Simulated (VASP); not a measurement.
Input of a VASP 6.6.1 run:

File INCAR:

```
ALGO     = Normal         # electronic algorithm
EDIFF    = 1E-7           # SCF threshold, eV
ENCUT    = 520            # plane-wave cutoff, eV
ISIF     = 2              # what is computed and relaxed
ISMEAR   = 0              # smearing method
LASPH    = T              # aspherical terms in the spheres
LCHARG   = T              # write CHGCAR
LELF     = T              # ELF
LREAL    = F              # projectors in reciprocal space
LVHAR    = T            
LWAVE    = F              # write WAVECAR
NBANDS   = 26             # bands
NELM     = 60             # most SCF steps
PREC     = Accurate       # precision mode
SIGMA    = 0.05           # smearing width, eV
```

KPOINTS

```
k-points
0
Gamma
  8 8 6
```

Contents of POSCAR:

```
ZnSe
1.0
    3.8630000000      0.0000000000      0.0000000000
    0.0000000000      3.8630000000      0.0000000000
    0.0000000000      0.0000000000      5.8869000000
Zn Se
2 2
Direct
    0.0000000000      0.0000000000      0.0000000000
    0.5000000000      0.5000000000      0.0000000000
    0.0000000000      0.5000000000      0.2797006019
    0.5000000000      0.0000000000      0.7202993981
```

Potentials or basis: VASP PAW LDA potentials, release 64 (Zn, Se).

Run with:

```sh
$ cat potpaw_LDA.64/Zn/POTCAR potpaw_LDA.64/Se/POTCAR > POTCAR
$ mpirun -np 1 vasp_std > vasp.out
```

**Question.** Predict the largest force.

**Answer.** 1.127 eV/Å.

**Question.** What does it give for the band gap on the k mesh?

**Answer.** 1.25 eV, direct.

Forces on the atoms (eV/Å):
```
Zn   0.000  0.000  0.000
Zn   0.000  0.000  0.000
Se   0.000  0.000 -1.127
Se   0.000  0.000  1.127
```

Caveat: forces of over 1 eV/Å act on the atoms, so gaps and moduli don't describe the material at rest. As with any semilocal functional, this LDA gap is likely too small.
